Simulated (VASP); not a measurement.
Ta3N:

```xyz
4
Lattice="2.9703 0.0000 0.0000 -1.4852 2.5724 0.0000 0.0000 0.0000 7.3705" Properties=species:S:1:pos:R:3 pbc="T T T"
Ta    1.4852    0.8575    6.0886
Ta    0.0000    1.7149    1.2820
Ta    0.0000    0.0000    3.6853
N     0.0000    0.0000    0.0000
```

Base run:

```yaml
Program: VASP 6.6.1
Functional: LDA
Potentials_or_basis: VASP PAW LDA potentials, release 64 (Ta_sv_GW, N)
Cutoff: 700 eV
k_mesh: 10 × 10 × 4
Occupations: fermi-dirac, width 0.05 eV
Spin: no spin polarisation
```

Its results: band gap on the k mesh zero (bands 22 and 23 overlap by 0.82 eV); pressure 3.1 GPa; largest force 0.060 eV/Å.

Problem. The run is repeated on the same cell with these changes: functional from LDA to r2SCAN; potentials or basis from VASP PAW LDA potentials, release 64 (Ta_sv_GW, N) to VASP PAW PBE potentials, release 64 (Ta_sv_GW, N); cutoff from 700 eV to 770 eV. What comes out?

Solution. Band gap on the k mesh zero (bands 22 and 23 overlap by 0.73 eV); pressure 13.1 GPa; largest force 0.400 eV/Å.

Caveats: the cell stands under pressure; spin-orbit coupling is left out, which moves the levels of the heavy elements; the PAW data sets were made with another functional, which shifts forces and pressure a little (at least some runs).
